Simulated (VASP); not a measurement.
# SnS2 (P-3m1) in VASP: notebook

Runs on SnS2. Level: PBE. Tasks: relaxation of the atoms.

Program: VASP 6.6.1. These are calculated values, not measurements. Logs are shortened: lines on timing, memory, paths and dates and some standing lists are left out, and cuts for length are marked.

## Step 1: The cell of the first run

It takes space group P-3m1 (No. 164, trigonal). The conventional cell has a = 3.605 Å, b = 3.605 Å, c = 5.460 Å, α = 90.00°, β = 90.00°, γ = 120.00°. Within 3.4 Å of Sn (site symmetry -3m) lie 6 S at 2.55 Å. Within 3.4 Å of S (site symmetry 3m) lie 3 Sn at 2.55 Å and 3 S at 3.25 Å.

## Step 2: Relaxation of the atoms, PBE

Input file INCAR:

```
SYSTEM = SnS2
PREC     = Accurate       ! precision mode
ENCUT    = 450            ! plane-wave cutoff, eV
EDIFF    = 1E-7           ! SCF threshold, eV
ISMEAR   = -1             ! smearing method
SIGMA    = 0.02           ! smearing width, eV
LREAL    = .False.        ! projectors in reciprocal space
LASPH    = .True.         ! aspherical terms in the spheres
NELM     = 120            ! most SCF steps
ALGO     = Normal         ! electronic algorithm
ISIF     = 2              ! what is computed and relaxed
LWAVE    = .False.        ! write WAVECAR
LCHARG   = .False.        ! write CHGCAR
GGA      = PE             ! functional
IBRION   = 2              ! ionic algorithm
NSW      = 80             ! ionic steps
EDIFFG   = -0.02          ! ionic threshold
GGA_COMPAT= .False.      
NELMIN   = 4
```

Input file KPOINTS:

```
regular mesh
0
Gamma
  14 14 8
  0 0 0
```

Input file POSCAR:

```
SnS2
1.0
    3.6050000000      0.0000000000      0.0000000000
   -1.8025000000      3.1220215806      0.0000000000
    0.0000000000      0.0000000000      5.4600000000
Sn S
1 2
Direct
    0.0000000000      0.0000000000      0.0000000000
    0.6666666667      0.3333333333      0.7290000000
    0.3333333333      0.6666666667      0.2710000000
```

Potentials or basis: VASP PAW PBE potentials, release 64 (Sn_d, S).

Run with:

```console
cat potpaw_PBE.64/Sn_d/POTCAR potpaw_PBE.64/S/POTCAR > POTCAR
mpirun -np 1 vasp_std > vasp.out
```

OUTCAR:

```text
SYSTEM = SnS2
   PREC = Accurate
   ENCUT = 450
   EDIFF = 1E-7
   ISMEAR = -1
   LREAL = .False.
   LASPH = .True.
   NELM = 120
   ISIF = 2
   GGA = PE
   IBRION = 2
   NSW = 80
   EDIFFG = -0.02
   NELMIN = 4

 ion  position               nearest neighbor table
   1  0.000  0.000  0.000-   2 2.55   3 2.55   3 2.55   2 2.55   2 2.55   3 2.55
   2  0.667  0.333  0.729-   1 2.55   1 2.55   1 2.55
   3  0.333  0.667  0.271-   1 2.55   1 2.55   1 2.55

  LATTYP: Found a hexagonal cell.
 ALAT       =     3.6050000000
 C/A-ratio  =     1.5145631068

  Lattice vectors:

 A1 = (   3.6050000000,   0.0000000000,   0.0000000000)
 A2 = (  -1.8025000000,   3.1220215806,   0.0000000000)
 A3 = (   0.0000000000,   0.0000000000,   5.4600000000)

Analysis of symmetry for initial positions (statically):
=====================================================================
 Subroutine PRICEL returns:
 Original cell was already a primitive cell.

 Routine SETGRP: Setting up the symmetry group for a
 hexagonal supercell.

 Subroutine GETGRP returns: Found 12 space group operations
 (whereof 12 operations were pure point group operations)
 out of a pool of 24 trial point group operations.

The static configuration has the point symmetry D_3d.

Analysis of symmetry for dynamics (positions and initial velocities):
=====================================================================
 Subroutine PRICEL returns:
 Original cell was already a primitive cell.

 Routine SETGRP: Setting up the symmetry group for a
 hexagonal supercell.

 Subroutine GETGRP returns: Found 12 space group operations
 (whereof 12 operations were pure point group operations)
 out of a pool of 24 trial point group operations.

The dynamic configuration has the point symmetry D_3d.

 Subroutine INISYM returns: Found 12 space group operations
 (whereof 12 operations are pure point group operations),
 and found     1 'primitive' translations

----------------------------------------------------------------------------------------

                                     Primitive cell

  volume of cell :      61.4517

  direct lattice vectors                    reciprocal lattice vectors
     3.605000000  0.000000000  0.000000000     0.277392510  0.160152641  0.000000000
    -1.802500000  3.122021581  0.000000000     0.000000000  0.320305281  0.000000000
[... 87 lines left out ...]
   EDIFF  = 0.1E-06   stopping-criterion for ELM
   LREAL  =      F    real-space projection
   EDIFFG = -.2E-01   stopping-criterion for IOM
   NSW    =     80    number of steps for IOM
   IBRION =      2    ionic relax: 0-MD 1-quasi-New 2-CG
   NFREE  =      1    steps in history (QN), initial steepest desc. (CG)
   ISIF   =      2    stress and relaxation
   ISYM   =      2    0-nonsym 1-usesym 2-fastsym
   POTIM  = 0.5000    time-step for ionic-motion
   TEBEG  =    0.0;   TEEND  =   0.0 temperature during run
   PSTRESS=    0.0 pullay stress
   NELECT =      26.0000    total number of electrons
   NUPDOWN=      -1.0000    fix difference up-down
   EMIN   =  10.00;   EMAX   =-10.00  energy-range for DOS
   EFERMI =   0.00;   METHOD = LEGACY
   ISMEAR =    -1;   SIGMA  =   0.02  broadening in eV -4-tet -1-fermi 0-gaus
   EFERMI_NEDOS =   21; number of points for ismear=-14 and -15
   IALGO  =     38    algorithm
   IMIX   =      4    mixing-type and parameters
     AMIX     =   0.40;   BMIX     =  1.00
     AMIX_MAG =   1.60;   BMIX_MAG =  1.00
  volume/ion in A,a.u.               =      20.48       138.23
  Fermi-wavevector in a.u.,A,eV,Ry     =   1.229008  2.322488 20.551062  1.510460
  Thomas-Fermi vector in A             =   2.363912
   LORBIT       =      0    0 simple, 1 ext, 2 COOP (PROOUT), +10 PAW based schemes
   GGA     = PE    functional components
   LHFCALC =     F    Hartree Fock is set to
   AEXX    =    0.0000 exact exchange contribution
   IVDW    =     0    specifies the selected vdW correction
   LEPSILON=     F    determine dielectric tensor
   LRPA    =     F    only Hartree local field effects (RPA)
 conjugate gradient relaxation of ions
 non-spin polarized calculation
  energy-cutoff  :      450.00
  volume of cell :       61.45
 maximum number of plane-waves:      1350
 NGX is ok and might be reduce to    28
   NGX = 13   NGY = 13   NGZ = 19

 number of electron      26.0000002 magnetization

 Free energy of the ion-electron system (eV)
  ---------------------------------------------------
  ext. energy  EPLUGINS =         0.00000000
  ---------------------------------------------------
  free energy    TOTEN  =       -12.97635085 eV

  energy without entropy =      -12.97635085  energy(sigma->0) =      -12.97635085

 E-fermi :   6.7146     XC(G=0): -10.1996

 val. band max:        6.3361993062   @ k =   0.0714   0.0000   0.0000
 cond. band min:       7.3210011951   @ k =   0.0000   0.4286   0.3750
 fundamental gap:      0.9848018888
 Fermi energy:         6.7146253142

 k-point     1 :       0.0000    0.0000    0.0000
  band No.  band energies     occupation
      1     -15.0378      2.00000
      2     -15.0378      2.00000
      3     -14.9891      2.00000
      4     -14.9581      2.00000
      5     -14.9581      2.00000
      6      -8.2308      2.00000
[... 457 lines left out ...]
      4     -14.9518      2.00000
      5     -14.9299      2.00000
      6      -5.6799      2.00000
[... 9 lines left out ...]
     16      13.1084      0.00000
     17      13.5324      0.00000

 [... further k-points ...]

------------------------ aborting loop because EDIFF is reached ----------------------------------------

  FORCE on cell =-STRESS in cart. coord.  units (eV):
  Direction    XX          YY          ZZ          XY          YZ          ZX
  --------------------------------------------------------------------------------------
  -------------------------------------------------------------------------------------
  Total        2.9128020      2.9128020      2.6763334     -0.0000000     -0.0000000     -0.0000000
  in kB       75.9429965     75.9429965     69.7777536     -0.0000000     -0.0000000     -0.0000000
  external PRESSURE =      73.8879155 kB  Pullay stress =       0.0000000 kB

 VOLUME and BASIS-vectors are now :
 -----------------------------------------------------------------------------
  energy-cutoff  :      450.00
  volume of cell :       61.45
      direct lattice vectors                 reciprocal lattice vectors
     3.605000000  0.000000000  0.000000000     0.277392510  0.160152641  0.000000000
    -1.802500000  3.122021581  0.000000000     0.000000000  0.320305281  0.000000000
     0.000000000  0.000000000  5.460000000     0.000000000  0.000000000  0.183150183

 POSITION                                       TOTAL-FORCE (eV/Angst)
 -----------------------------------------------------------------------------------
      0.00000      0.00000      0.00000        -0.000000      0.000000      0.000000
      1.80250      1.04067      3.98034         0.000000      0.000000     -0.011342
     -0.00000      2.08135      1.47966        -0.000000     -0.000000      0.011342
 -----------------------------------------------------------------------------------
    total drift:                                0.000000     -0.000000      0.000000

  FREE ENERGIE OF THE ION-ELECTRON SYSTEM (eV)
  ---------------------------------------------------
  free  energy   TOTEN  =       -12.9763508472 eV

  energy  without entropy=      -12.9763508472  energy(sigma->0) =      -12.97635085

 reached required accuracy - stopping structural energy minimisation
```

OSZICAR:

```text
N       E                     dE             d eps       ncg     rms          rms(c)
DAV:   1     0.189740932806E+03    0.18974E+03   -0.11918E+04  5773   0.172E+03
DAV:   2     0.625974082156E+01   -0.18348E+03   -0.18007E+03  6369   0.392E+02
DAV:   3    -0.128609060228E+02   -0.19121E+02   -0.18534E+02  7098   0.117E+02
DAV:   4    -0.134481611578E+02   -0.58726E+00   -0.58659E+00  7511   0.216E+01
DAV:   5    -0.134622398358E+02   -0.14079E-01   -0.14077E-01  8669   0.332E+00    0.960E+00
DAV:   6    -0.130032759715E+02    0.45896E+00   -0.11227E+00  8655   0.123E+01    0.684E+00
DAV:   7    -0.129768449700E+02    0.26431E-01   -0.31455E-01  7592   0.399E+00    0.204E+00
DAV:   8    -0.129759780794E+02    0.86689E-03   -0.29333E-02  7421   0.188E+00    0.699E-01
DAV:   9    -0.129763118940E+02   -0.33381E-03   -0.25627E-03  7060   0.401E-01    0.154E-01
DAV:  10    -0.129763005171E+02    0.11377E-04   -0.35250E-04  8147   0.165E-01    0.792E-02
DAV:  11    -0.129763441772E+02   -0.43660E-04   -0.61281E-05  6705   0.535E-02    0.143E-02
DAV:  12    -0.129763496098E+02   -0.54327E-05   -0.49691E-06  7901   0.174E-02    0.171E-02
DAV:  13    -0.129763508374E+02   -0.12276E-05   -0.25315E-06  6601   0.128E-02    0.297E-03
DAV:  14    -0.129763508472E+02   -0.98316E-08   -0.75714E-08  6624   0.204E-03
   1 F= -.12976351E+02 E0= -.12976351E+02  d E =-.129764E+02
```

CONTCAR:

```text
SnS2
   1.00000000000000
     3.6050000000000000    0.0000000000000000    0.0000000000000000
    -1.8025000000000000    3.1220215805999998    0.0000000000000000
     0.0000000000000000    0.0000000000000000    5.4600000000000000
  Sn              S
     1     2
Direct
     0.0000000000000000    0.0000000000000000    0.0000000000000000
     0.6666666667000030    0.3333333332999970    0.7289999999999992
     0.3333333332999970    0.6666666667000030    0.2710000000000008

  0.00000000E+00  0.00000000E+00  0.00000000E+00
  0.00000000E+00  0.00000000E+00  0.00000000E+00
  0.00000000E+00  0.00000000E+00  0.00000000E+00
```

It took 60 s on 1 thread of Intel Xeon 6975P-C (Granite Rapids), shared host; peak memory 0.27 GiB.

Results:

| Property | Result |
| --- | --- |
| Free energy | -12.9764 eV |
| Pressure after relaxing | 7.4 GPa |
| Largest force after relaxing | 0.011 eV/Å |
| Band gap on the k mesh | 0.98 eV (least direct gap 1.70 eV) |

Forces in eV/Å, atoms in the order of the input:
```
Sn   0.000  0.000  0.000
S    0.000  0.000 -0.011
S    0.000  0.000  0.011
```

Final structure:
```
Sn S
1.0
     3.60500    0.00000    0.00000
    -1.80250    3.12202    0.00000
     0.00000    0.00000    5.46000
Sn S
1 2
Direct
  0.00000 0.00000 0.00000
  0.66667 0.33333 0.72900
  0.33333 0.66667 0.27100
```

Caveat: the relaxation stopped at its first step, so nothing moved; spin-orbit coupling is left out, which moves the levels of the heavy elements. A k mesh can miss the band edges.

## Step 3: Relaxation of the atoms, PBE (z stretched by +2 %)

Input file INCAR:

```
SYSTEM = SnS2
PREC = Accurate
ENCUT = 450
EDIFF = 1E-7
ISMEAR = -1
SIGMA = 0.02
LREAL = .False.
LASPH = .True.
NELM = 120
ALGO = Normal
ISIF = 2
LWAVE = .False.
LCHARG = .False.
GGA = PE
IBRION = 2
NSW = 80
EDIFFG = -0.02
GGA_COMPAT = .False.
NELMIN = 4
```

Input file KPOINTS:

```
Automatic mesh
0
Gamma
  14 14 8
  0 0 0
```

Input file POSCAR:

```
SnS2
1.0
    3.6050000000      0.0000000000      0.0000000000
   -1.8025000000      3.1220215806      0.0000000000
    0.0000000000      0.0000000000      5.5692000000
Sn S
1 2
Direct
    0.0000000000      0.0000000000      0.0000000000
    0.6666666667      0.3333333333      0.7286993890
    0.3333333333      0.6666666667      0.2713006110
```

Potentials or basis: VASP PAW PBE potentials, release 64 (Sn_d, S).

Run with:

```console
cat potpaw_PBE.64/Sn_d/POTCAR potpaw_PBE.64/S/POTCAR > POTCAR
mpirun -np 1 vasp_std > vasp.out
```

Run time: 1.9 min. Hardware: 1 thread of Intel Xeon 6975P-C (Granite Rapids), shared host; peak memory 0.28 GiB.

It converged, with:

```
Free energy               : -13.0243 eV
Energy gained by relaxing : 2.4 meV/atom
Ionic steps               : 3
Pressure after relaxing   : 6.4 GPa
Band gap on the k mesh    : 1.10 eV (least direct gap 1.83 eV)
```

Forces in eV/Å, atoms in the order of the input:
```
Sn   0.000  0.000  0.000
S    0.000  0.000 -0.002
S    0.000  0.000  0.002
```

Stress tensor (GPa, compression positive):
```
6.78 0.00 0.00
0.00 6.78 0.00
0.00 0.00 5.53
```

Step by step:
```csv
step,energy change (eV),largest force (eV/Å),pressure (GPa)
1,0.0000,0.2934,5.24
2,-0.0059,0.1237,5.88
3,-0.0072,0.0025,6.37
```

Final structure:
```yaml
crystal:
  lattice:
    - [3.60500, 0.00000, 0.00000]
    - [-1.80250, 3.12202, 0.00000]
    - [0.00000, 0.00000, 5.56920]
  atoms:
    - { symbol: Sn, position: [0.00000, 0.00000, 0.00000] }
    - { symbol: S, position: [0.66667, 0.33333, 0.73309] }
    - { symbol: S, position: [0.33333, 0.66667, 0.26691] }
```

Levels at points of the mesh, in eV from the valence-band top:
| k point | band 9 | band 10 | band 11 | band 12 | band 13 | band 14 | band 15 | band 16 | band 17 |
| --- | --- | --- | --- | --- | --- | --- | --- | --- | --- |
| (0.00, 0.00, 0.00) | -0.86 | -0.86 | -0.71 | -0.71 | -0.03 | 1.80 | 3.44 | 5.34 | 5.34 |
| (0.50, 0.00, 0.00) | -4.66 | -3.45 | -2.92 | -1.72 | -0.47 | 1.68 | 4.19 | 5.34 | 5.59 |
| (0.00, 0.00, 0.50) | -2.62 | -1.05 | -1.05 | -0.42 | -0.42 | 3.25 | 3.58 | 4.88 | 4.88 |
| (0.50, 0.00, 0.50) | -5.45 | -2.60 | -2.02 | -1.15 | -1.13 | 1.33 | 4.32 | 5.13 | 6.19 |

Caveat: the cell differs from its parent crystal (z stretched by +2 %); spin-orbit coupling is left out, which moves the levels of the heavy elements.
